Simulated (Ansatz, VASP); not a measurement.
## Two plane-wave programs on PbSe

```
CELL_PARAMETERS angstrom
13.21982 0.00000 0.00000
0.00000 4.45645 0.00000
0.00000 0.00000 4.41518
ATOMIC_POSITIONS crystal
Pb 0.85958 0.75000 0.91029
Pb 0.35958 0.75000 0.58971
Pb 0.14042 0.25000 0.08971
Pb 0.64042 0.25000 0.41029
Se 0.64231 0.75000 0.95175
Se 0.14231 0.75000 0.54825
Se 0.35769 0.25000 0.04825
Se 0.85769 0.25000 0.45175
```

Alike in both runs: task electric field gradients; functional PBE; k mesh 3 × 8 × 8; occupations fermi-dirac, width 0.01 eV; no spin polarisation.

|  | VASP | Ansatz |
| --- | --- | --- |
| version | VASP 6.6.1 | Ansatz 0.2.0 |
| potentials or method | VASP PAW PBE potentials, release 64 (Pb_d, Se) | plane-wave PAW, scalar-relativistic |
| plane-wave cutoff (eV) | 520 | 420 |
| valence electrons in the cell | 80 | 120 |

VASP gave:

```
gap on the k mesh at the Fermi level (eV)                     : 1.21
pressure (GPa)                                                : -0.7
traceless stress, the component that is largest in VASP (GPa) : -0.64
rms of the force components (eV/Å)                            : 0.046
size of Vzz on the site where it differs most (V/Å²)          : 101.4
```

Question: Estimate Ansatz's values.

Answer: gap on the k mesh at the Fermi level (eV): 1.21; pressure (GPa): -0.7; traceless stress, the component that is largest in VASP (GPa): -0.65; rms of the force components (eV/Å): 0.048; size of Vzz on the site where it differs most (V/Å²): 98.3.

Atom by atom the forces differ by 0.004 eV/Å (rms over components). With one functional, cell and mesh, what is left measures potentials, basis and numerics. VASP's potentials hold 80 valence electrons a cell and Ansatz's 120, so a difference there can come from the potentials and not from the codes.

Neither program's run includes spin-orbit coupling.
